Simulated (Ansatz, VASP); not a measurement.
## TiO2 in VASP and in Ansatz

```
Ti O
1.0
     4.59984    0.00000    0.00000
     0.00000    4.59984    0.00000
     0.00000    0.00000    2.95921
Ti O
2 4
Cartesian
  2.2999 2.2999 0.0000
  0.0000 0.0000 1.4796
  3.2000 3.2000 1.4796
  3.6997 0.9001 0.0000
  0.9001 3.6997 0.0000
  1.3998 1.3998 1.4796
```

Alike in both runs: task relaxation of cell and atoms; functional PBEsol; k mesh 6 × 6 × 10; occupations gaussian, width 0.02 eV; no spin polarisation.

|  | VASP | Ansatz |
| --- | --- | --- |
| version | VASP 6.6.1 | Ansatz 0.2.0 |
| potentials or method | VASP PAW PBE potentials, release 64 (Ti_sv, O), cutoff 600 eV | scalar-relativistic, plane waves, PAW |
| valence electrons in the cell | 48 | 48 |

VASP gave:

| Property | Result |
| --- | --- |
| gap on the k mesh at the Fermi level, each at its own relaxed structure (eV) | 1.83 |
| relaxed volume (Å³/atom) | 10.34 |
| relaxed cell length with the largest relative difference (Å) | 2.941 |

Question: Estimate Ansatz's values.

Answer: gap on the k mesh at the Fermi level, each at its own relaxed structure (eV): 1.87; relaxed volume (Å³/atom): 10.33; relaxed cell length with the largest relative difference (Å): 2.939.

VASP's potentials were made for PBE, not for PBEsol.
